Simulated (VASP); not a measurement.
Wanted: the native input for a VASP 6.6.1 run.

* Task: single point
* Functional: PBE
* Potentials or basis: VASP PAW PBE potentials, release 64 (Ti_sv, C)
* Cutoff: 520 eV
* k mesh: 18 × 18 × 18
* Occupations: gaussian, width 0.15 eV
* Spin: no spin polarisation
* Dipole correction: no
* Further INCAR settings: ALGO = Normal; EDIFF = 1e-07; NBANDS = 15

The structure of TiC lies in POSCAR:

```
TiC
1.0
    0.0000000000      2.0990800000      2.0990800000
    2.0990800000      0.0000000000      2.0990800000
    2.0990800000      2.0990800000      0.0000000000
Ti C
1 1
Direct
    0.0000000000      0.0000000000      0.0000000000
    0.5000000000      0.5000000000      0.5000000000
```

This cell differs from its parent crystal: strain -0.030 along x and y, -0.030 along z.

One way to write it, as run:

INCAR

```
  PREC = Accurate
  ENCUT = 520
  EDIFF = 1E-7
  ISMEAR = 0
  SIGMA = 0.15
  LREAL = False
  LASPH = True
  NELM = 60
  ALGO = Normal
  ISIF = 2
  LWAVE = False
  LCHARG = False
  GGA = PE
  NBANDS = 15
```

KPOINTS

```
Automatic mesh
0
Gamma
  18 18 18
```

Potentials or basis: VASP PAW PBE potentials, release 64 (Ti_sv, C).

Run with:

```console
$ cat potpaw_PBE.64/Ti_sv/POTCAR potpaw_PBE.64/C/POTCAR > POTCAR
$ mpirun -np 1 vasp_std > vasp.out
```

It gave:

The pressure is 28.8 GPa and the band gap on the k mesh is zero (band 8 reaches 11.27 eV, above the bottom of band 9 at 10.13 eV).

Caveat: the cell differs from its parent crystal (strain -0.030 along x and y, -0.030 along z).

Run time: 32 s on 1 thread of Intel(R) Xeon(R) Platinum 8124M CPU @ 3.00GHz (Skylake/Cascade Lake), on a shared host, peak memory 0.18 GiB.
